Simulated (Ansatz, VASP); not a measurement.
**Two plane-wave programs on CuO**

```
Cu O
1.0
     0.00000    2.32725    2.32725
     2.32725    0.00000    2.32725
     2.32725    2.32725    0.00000
Cu O
1 1
Cartesian
  0.0000 0.0000 0.0000
  1.1636 1.1636 1.1636
```

Alike in both runs: functional r2SCAN; k mesh 10 × 10 × 10; occupations fermi-dirac, width 0.05 eV; no spin polarisation; Hubbard terms Cu d U = 4.5 eV.

|  | VASP | Ansatz |
| --- | --- | --- |
| version | VASP 6.6.1 | Ansatz 0.2.0 |
| potentials or method | VASP PAW PBE potentials, release 64 (Cu, O) | Ansatz PAW |
| plane-wave cutoff (eV) | 520 | 500 |
| valence electrons in the cell | 17 | 25 |
| task | single point | band structure |

Ansatz gave:

| Quantity | Value |
| --- | --- |
| gap on the k mesh at the Fermi level (eV) | none |
| pressure (GPa) | -12.5 |

Question: What did VASP give for the same quantities?

Answer: gap on the k mesh at the Fermi level (eV): none; pressure (GPa): -15.6.

VASP's potentials were made for PBE, not for r2SCAN. The programs project onto different local orbitals, so the same U acts differently, and such runs can settle in different states. A gap of «none» marks a metal or a gap that the smearing closes. VASP's potentials hold 17 valence electrons a cell and Ansatz's 25, so a difference there can come from the potentials and not from the codes.
